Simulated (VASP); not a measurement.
# ZrO2 in VASP: further runs

Runs on ZrO2. Level: PBE. Tasks: single point.

Program: VASP 6.6.1. These are calculated values, not measurements. Logs are shortened: lines on timing, memory, paths and dates and some standing lists are left out, and cuts for length are marked.

### Step 1. The cell of the first run

It takes space group Fm-3m (No. 225, cubic). The conventional cell has a = 5.116 Å, b = 5.116 Å, c = 5.116 Å, α = 90.00°, β = 90.00°, γ = 90.00°. Within 2.9 Å of Zr (site symmetry m-3m) lie 8 O at 2.22 Å. Within 2.9 Å of O (site symmetry -43m) lie 4 Zr at 2.22 Å and 6 O at 2.56 Å.

### Step 2. Single point, PBE

Input file INCAR:

```
SYSTEM = ZrO2
ALGO = Normal
EDIFF = 1E-6
ENCUT = 600
GGA = PE
GGA_COMPAT = .FALSE.
ISIF = 2
ISMEAR = 0
LASPH = .TRUE.
LCHARG = .FALSE.
LREAL = .FALSE.
LWAVE = .FALSE.
NBANDS = 33
NELM = 120
PREC = Accurate
SIGMA = 0.1
```

Input file KPOINTS:

```
k-points
0
G
  6 6 6
  0 0 0
```

Input file POSCAR:

```
ZrO2
1.0
    0.0000000000     -2.5579477472     -2.5579477472
   -2.5579477472      0.0000000000     -2.5579477472
    2.5579477472      2.5579477472     -5.1158954944
Zr O
2 4
Direct
    0.0000000000      0.0000000000      0.0000000000
    0.5000000000      0.5000000000      0.5000000000
    0.6250000000      0.6250000000      0.1250000000
    0.1250000000      0.1250000000      0.6250000000
    0.8750000000      0.8750000000      0.3750000000
    0.3750000000      0.3750000000      0.8750000000
```

Potentials or basis: VASP PAW PBE potentials, release 64 (Zr_sv, O).

Launch:

```bash
> cat potpaw_PBE.64/Zr_sv/POTCAR potpaw_PBE.64/O/POTCAR > POTCAR
> mpirun -np 1 vasp_std > vasp.out
```

OUTCAR:

```text
SYSTEM = ZrO2
   EDIFF = 1E-6
   ENCUT = 600
   GGA = PE
   ISIF = 2
   ISMEAR = 0
   LASPH = .TRUE.
   LREAL = .FALSE.
   NELM = 120
   PREC = Accurate

 ion  position               nearest neighbor table
   1  0.000  0.000  0.000-   3 2.22   3 2.22   3 2.22   4 2.22   5 2.22   6 2.22   6 2.22   6 2.22
                             2 3.62   2 3.62   2 3.62   2 3.62   2 3.62   2 3.62
   2  0.500  0.500  0.500-   4 2.22   4 2.22   3 2.22   4 2.22   5 2.22   6 2.22   5 2.22   5 2.22
                             1 3.62   1 3.62   1 3.62   1 3.62   1 3.62   1 3.62
   3  0.625  0.625  0.125-   1 2.22   2 2.22   1 2.22   1 2.22
   4  0.125  0.125  0.625-   1 2.22   2 2.22   2 2.22   2 2.22
   5  0.875  0.875  0.375-   2 2.22   2 2.22   1 2.22   2 2.22
   6  0.375  0.375  0.875-   1 2.22   1 2.22   1 2.22   2 2.22

  LATTYP: Found a trigonal (rhomboedric) cell.
 ALAT       =     6.2656667693
 COS(alpha) =     0.8333333333

  Lattice vectors:

 A1 = (   2.5579477472,   5.1158954944,  -2.5579477472)
 A2 = (   5.1158954944,   2.5579477472,  -2.5579477472)
 A3 = (   2.5579477472,   2.5579477472,  -5.1158954944)

Analysis of symmetry for initial positions (statically):
=====================================================================
 Subroutine PRICEL returns following result:

  LATTYP: Found a face centered cubic cell.
 ALAT       =     5.1158954944

  Lattice vectors:

 A1 = (   0.0000000000,  -2.5579477472,   2.5579477472)
 A2 = (   2.5579477472,  -2.5579477472,   0.0000000000)
 A3 = (   2.5579477472,   0.0000000000,   2.5579477472)

   2 primitive cells build up your supercell.

 Routine SETGRP: Setting up the symmetry group for a
 trigonal (rhombohedral) supercell.

 Subroutine GETGRP returns: Found 12 space group operations
 (whereof 12 operations were pure point group operations)
 out of a pool of 12 trial point group operations.

The static configuration has the point symmetry D_3d.

Analysis of symmetry for dynamics (positions and initial velocities):
=====================================================================
 Subroutine PRICEL returns following result:

  LATTYP: Found a face centered cubic cell.
 ALAT       =     5.1158954944

  Lattice vectors:

 A1 = (   0.0000000000,  -2.5579477472,   2.5579477472)
 A2 = (   2.5579477472,  -2.5579477472,   0.0000000000)
 A3 = (   2.5579477472,   0.0000000000,   2.5579477472)

   2 primitive cells build up your supercell.

 Routine SETGRP: Setting up the symmetry group for a
 trigonal (rhombohedral) supercell.

 Subroutine GETGRP returns: Found 12 space group operations
 (whereof 12 operations were pure point group operations)
 out of a pool of 12 trial point group operations.

The dynamic configuration has the point symmetry D_3d.

 Subroutine INISYM returns: Found 12 space group operations
 (whereof 12 operations are pure point group operations),
 and found     2 'primitive' translations

----------------------------------------------------------------------------------------

                                     Primitive cell

  volume of cell :      33.4738

  direct lattice vectors                    reciprocal lattice vectors
     0.000000000 -2.557947747  2.557947747    -0.195469200 -0.195469200  0.195469200
     2.557947747 -2.557947747  0.000000000     0.195469200 -0.195469200 -0.195469200
     2.557947747  0.000000000  2.557947747     0.195469200  0.195469200  0.195469200

  length of vectors
     3.617484396  3.617484396  3.617484396     0.338562586  0.338562586  0.338562586

  position of ions in fractional coordinates (direct lattice)
     0.000000000  0.000000000  0.000000000
     0.750000000  0.750000000  0.750000000
     0.250000000  0.250000000  0.250000000

  ion indices of the primitive-cell ions
   primitive index   ion index
                 1           1
                 2           4
                 3           5

----------------------------------------------------------------------------------------

 KPOINTS: k-points

Automatic generation of k-mesh.
 Grid dimensions read from file:
 generate k-points for:    6    6    6

 Generating k-lattice:

  Cartesian coordinates                     Fractional coordinates (reciprocal lattice)
     0.016289100 -0.048867300 -0.016289100     0.166666667  0.000000000  0.000000000
    -0.048867300  0.016289100 -0.016289100     0.000000000  0.166666667  0.000000000
     0.016289100  0.016289100 -0.016289100     0.000000000  0.000000000  0.166666667

  Length of vectors
     0.054024833  0.054024833  0.028213549

  Shift w.r.t. Gamma in fractional coordinates (k-lattice)
     0.000000000  0.000000000  0.000000000

 Subroutine IBZKPT returns following result:
 ===========================================

 Found     32 irreducible k-points:

 Following reciprocal coordinates:
            Coordinates               Weight
  0.000000  0.000000  0.000000      1.000000
  0.166667  0.000000 -0.000000      6.000000
  0.333333  0.000000 -0.000000      6.000000
  0.500000  0.000000 -0.000000      3.000000
  0.166667  0.166667  0.000000      6.000000
  0.333333  0.166667 -0.000000     12.000000
[... 16 lines left out ...]
 -0.166667  0.500000  0.166667     12.000000
 -0.333333 -0.333333  0.166667      6.000000
 [... further k-points ...]
   k-points           NKPTS =     32   k-points in BZ     NKDIM =     32   number of bands    NBANDS=     33
   number of dos      NEDOS =    301   number of ions     NIONS =      6
   total plane-waves  NPLWV =  45000
   dimension x,y,z NGX =    30 NGY =   30 NGZ =   50
   dimension x,y,z NGXF=    60 NGYF=   60 NGZF=  100
   ions per type =               2   4
   NGX,Y,Z   is equivalent  to a cutoff of  13.79, 13.79, 13.27 a.u.
   NGXF,Y,Z  is equivalent  to a cutoff of  27.57, 27.57, 26.53 a.u.
 SYSTEM =  ZrO2
   PREC   = accura    normal or accurate (medium, high low for compatibility)
   ISTART =      0    job   : 0-new  1-cont  2-samecut
   ICHARG =      2    charge: 1-file 2-atom 10-const
   ISPIN  =      1    spin polarized calculation?
   LNONCOLLINEAR =      F non collinear calculations
   LSORBIT =      F    spin-orbit coupling
   LASPH  =      T    aspherical Exc in radial PAW
   ENCUT  =  600.0 eV  44.10 Ry    6.64 a.u.   7.23  7.23 12.51*2*pi/ulx,y,z
   NELM   =    120;   NELMIN=  2; NELMDL= -5     # of ELM steps
   EDIFF  = 0.1E-05   stopping-criterion for ELM
   LREAL  =      F    real-space projection
   EDIFFG = 0.1E-04   stopping-criterion for IOM
   NSW    =      0    number of steps for IOM
   IBRION =     -1    ionic relax: 0-MD 1-quasi-New 2-CG
   NFREE  =      0    steps in history (QN), initial steepest desc. (CG)
   ISIF   =      2    stress and relaxation
   ISYM   =      2    0-nonsym 1-usesym 2-fastsym
   POTIM  = 0.5000    time-step for ionic-motion
   TEBEG  =    0.0;   TEEND  =   0.0 temperature during run
   PSTRESS=    0.0 pullay stress
   NELECT =      48.0000    total number of electrons
   NUPDOWN=      -1.0000    fix difference up-down
   EMIN   =  10.00;   EMAX   =-10.00  energy-range for DOS
   EFERMI =   0.00;   METHOD = LEGACY
   ISMEAR =     0;   SIGMA  =   0.10  broadening in eV -4-tet -1-fermi 0-gaus
   EFERMI_NEDOS =   21; number of points for ismear=-14 and -15
   IALGO  =     38    algorithm
   IMIX   =      4    mixing-type and parameters
     AMIX     =   0.40;   BMIX     =  1.00
     AMIX_MAG =   1.60;   BMIX_MAG =  1.00
  volume/ion in A,a.u.               =      11.16        75.30
  Fermi-wavevector in a.u.,A,eV,Ry     =   1.465245  2.768912 29.210931  2.146943
  Thomas-Fermi vector in A             =   2.581125
   LORBIT       =      0    0 simple, 1 ext, 2 COOP (PROOUT), +10 PAW based schemes
   GGA     = PE    functional components
   LHFCALC =     F    Hartree Fock is set to
   AEXX    =    0.0000 exact exchange contribution
   IVDW    =     0    specifies the selected vdW correction
   LEPSILON=     F    determine dielectric tensor
   LRPA    =     F    only Hartree local field effects (RPA)
 non-spin polarized calculation
 Gauss-broadening in eV      SIGMA  =   0.10
  energy-cutoff  :      600.00
  volume of cell :       66.95
 maximum number of plane-waves:      2253
 NGX is ok and might be reduce to    30
   NGX = 15   NGY = 15   NGZ = 25

 number of electron      47.9999990 magnetization

 Free energy of the ion-electron system (eV)
  ---------------------------------------------------
  ext. energy  EPLUGINS =         0.00000000
  ---------------------------------------------------
  free energy    TOTEN  =       -57.14680376 eV

  energy without entropy =      -57.14680376  energy(sigma->0) =      -57.14680376

 E-fermi :   7.5451     XC(G=0): -11.7008

 val. band max:        7.0502049797   @ k =   0.5000   0.5000   0.0000
 cond. band min:      10.3621595847   @ k =   0.0000   0.0000   0.0000
 fundamental gap:      3.3119546050
 Fermi energy:         7.5450789342

 k-point     1 :       0.0000    0.0000    0.0000
  band No.  band energies     occupation
      1     -41.1096      2.00000
      2     -41.0665      2.00000
      3     -19.5646      2.00000
      4     -18.9932      2.00000
      5     -18.9932      2.00000
      6     -18.9279      2.00000
[... 25 lines left out ...]
     32      15.3527      0.00000
     33      16.0420      0.00000

 k-point     2 :       0.1667    0.0000   -0.0000
  band No.  band energies     occupation
      1     -41.0996      2.00000
      2     -41.0623      2.00000
      3     -19.5046      2.00000
      4     -19.1239      2.00000
      5     -19.0753      2.00000
      6     -19.0095      2.00000
[... 25 lines left out ...]
     32      15.0747      0.00000
     33      15.5999      0.00000

 k-point     3 :       0.3333    0.0000   -0.0000
  band No.  band energies     occupation
      1     -41.0774      2.00000
      2     -41.0559      2.00000
      3     -19.3864      2.00000
      4     -19.3492      2.00000
      5     -19.3331      2.00000
      6     -19.0384      2.00000
[... 25 lines left out ...]
     32      14.6512      0.00000
     33      14.9901      0.00000

 k-point     4 :       0.5000    0.0000   -0.0000
  band No.  band energies     occupation
      1     -41.0594      2.00000
      2     -41.0594      2.00000
      3     -19.4828      2.00000
      4     -19.4828      2.00000
      5     -19.1658      2.00000
      6     -19.1658      2.00000
[... 25 lines left out ...]
     32      14.1413      0.00000
     33      14.6673      0.00000

 k-point     5 :       0.1667    0.1667    0.0000
  band No.  band energies     occupation
      1     -41.0989      2.00000
      2     -41.0630      2.00000
      3     -19.5045      2.00000
      4     -19.1030      2.00000
      5     -19.1015      2.00000
      6     -19.0178      2.00000
[... 604 lines left out ...]
 k-point    22 :      -0.3333    0.5000    0.1667
  band No.  band energies     occupation
      1     -41.0630      2.00000
      2     -41.0559      2.00000
      3     -19.5275      2.00000
      4     -19.5045      2.00000
      5     -19.1538      2.00000
      6     -19.1030      2.00000
[... 25 lines left out ...]
     32      14.3939      0.00000
     33      14.6246      0.00000

 k-point    23 :      -0.1667    0.5000    0.1667
  band No.  band energies     occupation
      1     -41.0595      2.00000
      2     -41.0594      2.00000
      3     -19.4872      2.00000
      4     -19.4784      2.00000
      5     -19.1817      2.00000
      6     -19.1451      2.00000
[... 25 lines left out ...]
     32      14.2310      0.00000
     33      14.4987      0.00000

 k-point    24 :      -0.3333   -0.3333    0.1667
  band No.  band energies     occupation
      1     -41.0728      2.00000
      2     -41.0605      2.00000
      3     -19.5182      2.00000
      4     -19.4523      2.00000
      5     -19.0851      2.00000
      6     -19.0640      2.00000
[... 25 lines left out ...]
     32      14.3570      0.00000
     33      15.0219      0.00000

 [... further k-points ...]

------------------------ aborting loop because EDIFF is reached ----------------------------------------

  FORCE on cell =-STRESS in cart. coord.  units (eV):
  Direction    XX          YY          ZZ          XY          YZ          ZX
  --------------------------------------------------------------------------------------
  -------------------------------------------------------------------------------------
  Total        0.0315025      0.0315025      0.0315025     -0.0000531      0.0000531      0.0000531
  in kB        0.7539128      0.7539128      0.7539128     -0.0012718      0.0012718      0.0012718
  external PRESSURE =       0.7539128 kB  Pullay stress =       0.0000000 kB

 VOLUME and BASIS-vectors are now :
 -----------------------------------------------------------------------------
  energy-cutoff  :      600.00
  volume of cell :       66.95
      direct lattice vectors                 reciprocal lattice vectors
     0.000000000 -2.557947747 -2.557947747     0.097734600 -0.293203800 -0.097734600
    -2.557947747  0.000000000 -2.557947747    -0.293203800  0.097734600 -0.097734600
     2.557947747  2.557947747 -5.115895494     0.097734600  0.097734600 -0.097734600

 POSITION                                       TOTAL-FORCE (eV/Angst)
 -----------------------------------------------------------------------------------
      0.00000      0.00000      0.00000        -0.000000      0.000000     -0.000000
      0.00000      0.00000     -5.11590        -0.000000     -0.000000     -0.000000
     -1.27897     -1.27897     -3.83692         0.000004      0.000004     -0.000004
      1.27897      1.27897     -3.83692         0.000004      0.000004     -0.000004
     -1.27897     -1.27897     -6.39487        -0.000004     -0.000004      0.000004
      1.27897      1.27897     -6.39487        -0.000004     -0.000004      0.000004
 -----------------------------------------------------------------------------------
    total drift:                                0.000000      0.000000     -0.000000

  FREE ENERGIE OF THE ION-ELECTRON SYSTEM (eV)
  ---------------------------------------------------
  free  energy   TOTEN  =       -57.1468037632 eV

  energy  without entropy=      -57.1468037632  energy(sigma->0) =      -57.14680376
```

Run time: 51 s. Hardware: 1 thread of Intel Xeon 6975P-C (Granite Rapids), shared host; peak memory 0.23 GiB.

Results:

```yaml
Free_energy: -57.1468 eV
Pressure: 0.1 GPa
Band_gap_on_the_k_mesh: 3.31 eV
```

Levels at points of the mesh, in eV from the valence-band top:
```csv
k point,band 20,band 21,band 22,band 23,band 24,band 25,band 26,band 27,band 28,band 29
"(0.00, 0.00, 0.00)",-1.63,-1.63,-0.53,-0.53,-0.53,3.31,3.31,3.94,3.94,5.95
"(0.50, 0.00, 0.00)",-1.56,-1.20,-1.20,-1.14,-1.14,4.10,4.10,4.34,4.34,6.14
"(0.50, 0.50, 0.00)",-1.63,-1.63,-1.49,-1.49,0.00,3.74,3.94,3.94,4.66,5.69
"(0.00, 0.00, 0.50)",-1.62,-1.28,-1.28,-1.28,-1.28,3.99,3.99,3.99,3.99,6.71
```

A k mesh can miss the band edges.

### Step 3. Single point, PBE

Input file INCAR:

```
SYSTEM = ZrO2
  PREC = Accurate
  ENCUT = 600
  EDIFF = 1E-6
  ISMEAR = 0
  SIGMA = 0.1
  LREAL = .FALSE.
  LASPH = .TRUE.
  NELM = 120
  ALGO = Normal
  ISIF = 2
  LWAVE = .FALSE.
  LCHARG = .FALSE.
  GGA = PE
  NBANDS = 33
  GGA_COMPAT = .FALSE.
```

Input file KPOINTS:

```
regular mesh
0
G
  6 6 6
  0 0 0
```

Input file POSCAR:

```
ZrO2
1.0
   -0.0008941713     -2.5578920259     -2.5579560449
   -2.5590373218      0.0002696318     -2.5591177214
    2.5563157916      2.5586603419     -5.1157859513
Zr O
2 4
Direct
   -0.0000066279     -0.0000145729      0.0000014192
    0.5000085710      0.5000106326      0.5000000051
    0.6250737215      0.6249558960      0.1249844918
    0.1250778063      0.1249568663      0.6249825090
    0.8749236347      0.8750467686      0.3750149937
    0.3749228944      0.3750444092      0.8750165814
```

Potentials or basis: VASP PAW PBE potentials, release 64 (Zr_sv, O).

Launch:

```bash
> cat potpaw_PBE.64/Zr_sv/POTCAR potpaw_PBE.64/O/POTCAR > POTCAR
> mpirun -np 1 vasp_std > vasp.out
```

Wall time 2.7 min (1 thread of Intel Xeon 6975P-C (Granite Rapids), shared host); peak memory 0.36 GiB.

It converged, with:

```
Free energy            : -57.1469 eV
Pressure               : 0.0 GPa
Band gap on the k mesh : 3.31 eV
```

Levels at points of the mesh, in eV from the valence-band top:
| k point | band 21 | band 22 | band 23 | band 24 | band 25 | band 26 | band 27 | band 28 |
| --- | --- | --- | --- | --- | --- | --- | --- | --- |
| (0.00, 0.00, 0.00) | -1.63 | -0.53 | -0.53 | -0.53 | 3.31 | 3.31 | 3.93 | 3.94 |
| (0.50, 0.00, 0.00) | -1.20 | -1.20 | -1.14 | -1.14 | 4.10 | 4.10 | 4.34 | 4.34 |
| (0.00, 0.50, 0.00) | -1.20 | -1.20 | -1.14 | -1.14 | 4.10 | 4.10 | 4.34 | 4.34 |
| (0.50, 0.50, 0.00) | -1.63 | -1.49 | -1.49 | 0.00 | 3.74 | 3.93 | 3.94 | 4.66 |
| (0.00, 0.00, 0.50) | -1.28 | -1.28 | -1.28 | -1.28 | 3.99 | 3.99 | 3.99 | 3.99 |
| (0.50, 0.00, 0.50) | -1.63 | -1.49 | -1.48 | 0.00 | 3.74 | 3.93 | 3.94 | 4.66 |
| (0.00, 0.50, 0.50) | -1.63 | -1.49 | -1.49 | 0.00 | 3.74 | 3.93 | 3.93 | 4.66 |
| (0.50, 0.50, 0.50) | -1.20 | -1.20 | -1.14 | -1.14 | 4.10 | 4.10 | 4.34 | 4.34 |

A k mesh can miss the band edges.
